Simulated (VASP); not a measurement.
## CoSi: single point with PBE

CoSi:

```
Co Si
1.0
     2.68882    0.00000    0.00000
     0.00000    2.68882    0.00000
     0.00000    0.00000    2.97603
Co Si
1 1
Direct
  0.00000 0.00000 0.00000
  0.50000 0.50000 0.50000
```

This cell differs from its parent crystal: stretched by +7 % along [0.0, 0.0, 1.0] at fixed volume.

```
Program                : VASP 6.6.1
Task                   : single point
Functional             : PBE
Potentials or basis    : VASP PAW PBE potentials, release 64 (Co, Si)
Cutoff                 : 600 eV
k mesh                 : 11 × 11 × 10
Occupations            : fermi-dirac, width 0.1 eV
Spin                   : non-collinear spin, typed start, spin-orbit coupling
Starting moments       : [[0.0, 0.0, 0.4], [0.0, 0.0, 0.0]] μB
Dipole correction      : no
Further INCAR settings : ALGO = Normal; EDIFF = 1e-06; NBANDS = 25
```

```json
{
 "Pressure": "0.1 GPa",
 "Net moment": "0.39 μB per cell",
 "Valence electrons inside the program's atomic spheres": "Co 8.61; Si 1.57"
}
```

Stress tensor (GPa, compression positive):
```
 0.43  0.00  0.00
 0.00  0.43  0.00
 0.00  0.00 -0.46
```

Moments on the atoms (μB; x, y, z):
```
Co  0.00 0.00 0.40
Si  0.00 0.00 0.01
```

Wall time 10 min on 1 thread of Oxide Virtual Turin-like Processor, on a shared host, peak memory 0.3 GiB.
